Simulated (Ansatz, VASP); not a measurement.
# One calculation of MgO, two programs

```
Mg O
1.0
     3.18341    0.01654    0.00800
    -1.57738    2.75991   -0.01099
     0.01206   -0.01216    4.80220
Mg O
2 2
Direct
  0.32878 0.66849 0.00436
  0.68220 0.33942 0.49977
  0.33245 0.66705 0.40294
  0.65657 0.32504 0.90214
```

Change from the starting cell: all atoms moved at random, cell strained at random.

Alike in both runs: task single point; functional PBEsol; k mesh 9 × 9 × 6; occupations gaussian, width 0.02 eV; no spin polarisation.

```csv
,VASP,Ansatz
version,VASP 6.6.1,Ansatz 0.2.0
potentials or method,"VASP PAW PBE potentials, release 64 (Mg, O), cutoff 520 eV","scalar-relativistic, plane waves, PAW"
valence electrons in the cell,16,32
```

|  | VASP | Ansatz | Ansatz less VASP |
| --- | --- | --- | --- |
| gap on the k mesh at the Fermi level (eV) | 3.95 | 3.95 | -0.003 |
| least direct gap on the mesh (eV) | 3.95 | 3.95 | -0.003 |
| pressure (GPa) | 17.2 | 17.1 | -0.05 |
| traceless stress, the component that is largest in VASP (GPa) | -1.87 | -1.85 | +0.026 |
| rms of the force components (eV/Å) | 0.317 | 0.311 | -0.0064 |

VASP's potentials were made for PBE, not for PBEsol. Atom by atom the forces differ by 0.006 eV/Å (rms over components). VASP's potentials hold 16 valence electrons a cell and Ansatz's 32, so a difference there can come from the potentials and not from the codes.
